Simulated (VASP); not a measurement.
Here is a VASP 6.6.1 calculation.

File INCAR:

```
  PREC = Accurate
  ENCUT = 520
  EDIFF = 1E-7
  ISMEAR = -1
  SIGMA = 0.1
  LREAL = False
  LASPH = True
  NELM = 60
  ALGO = Normal
  ISIF = 2
  LWAVE = False
  LCHARG = True
  GGA = PS
  LELF = True
  LVHAR = True
  NBANDS = 14
```

KPOINTS

```
regular mesh
0
Gamma
  11 11 11
```

Contents of POSCAR:

```
Bi
1.0
    3.3462561684      0.0000000000      0.0000000000
    0.0000000000      3.3462561684      0.0000000000
    0.0000000000      0.0000000000      3.3462561684
Bi
1
Direct
    0.0000000000      0.0000000000      0.0000000000
```

Potentials or basis: VASP PAW PBE potentials, release 64 (Bi_d).

Launch:

```bash
$ cat potpaw_PBE.64/Bi_d/POTCAR > POTCAR
$ mpirun -np 1 vasp_std > vasp.out
```

**Question.** Estimate the pressure.

**Answer.** -4.6 GPa.

Caveat: the PAW data sets were made with another functional, which shifts forces and pressure a little.
